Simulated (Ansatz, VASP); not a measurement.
As: VASP beside Ansatz

```
CELL_PARAMETERS angstrom
3.49700 0.00000 0.00000
-1.74850 3.02849 0.00000
0.00000 0.00000 28.00000
ATOMIC_POSITIONS crystal
As 0.33333 0.66667 0.52129
As 0.66667 0.33333 0.47871
```

Alike in both runs: task single point; functional PBE; k mesh 9 × 9 × 1; occupations gaussian, width 0.02 eV; no spin polarisation.

|  | VASP | Ansatz |
| --- | --- | --- |
| version | VASP 6.6.1 | Ansatz 0.2.0 |
| potentials or method | VASP PAW PBE potentials, release 64 (As), cutoff 520 eV | scalar-relativistic, plane waves, PAW |
| valence electrons in the cell | 10 | 30 |

Ansatz gave:

* gap on the k mesh at the Fermi level (eV): 1.51
* least direct gap on the mesh (eV): 1.82
* rms of the force components (eV/Å): 1.978

Question: Which values does VASP return?

Answer: gap on the k mesh at the Fermi level (eV): 1.46; least direct gap on the mesh (eV): 1.77; rms of the force components (eV/Å): 2.080.

Atom by atom the forces differ by 0.102 eV/Å (rms over components). VASP's potentials hold 10 valence electrons a cell and Ansatz's 30, so a difference there can come from the potentials and not from the codes.
